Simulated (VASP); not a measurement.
BN, 4 atoms in the cell. The structure is hexagonal, space group P6_3/mmc (No. 194). The conventional cell has a = 2.464 Å, b = 2.464 Å, c = 6.546 Å, α = 90.00°, β = 90.00°, γ = 120.00°. Within 1.9 Å of N (site symmetry -6m2) lie 3 B at 1.42 Å. B (site symmetry -6m2) has 3 N at 1.42 Å within 1.9 Å.  This cell differs from its parent crystal: volume scaled by 0.96.

* Program: VASP 6.6.1
* Task: single point
* Functional: LDA
* Potentials or basis: VASP PAW LDA potentials, release 64 (N, B)
* Cutoff: 520 eV
* k mesh: 12 × 12 × 4
* Occupations: fermi-dirac, width 0.05 eV
* Spin: no spin polarisation
* Dipole correction: no
* Further INCAR settings: ALGO = Normal; EDIFF = 1e-06; NBANDS = 16

Potentials or basis: VASP PAW LDA potentials, release 64 (N, B).

The run is started by

```sh
$ cat potpaw_LDA.64/N/POTCAR potpaw_LDA.64/B/POTCAR > POTCAR
$ mpirun -np 1 vasp_std > vasp.out
```

Hardware: 1 thread of Intel Xeon 6975P-C (shared host).

Q: Estimate the wall time of this run.

A: It took 13 s on 1 thread of Intel Xeon 6975P-C, with other jobs on the host, peak memory 0.14 GiB. Counts: scf iterations 12, k points 57.
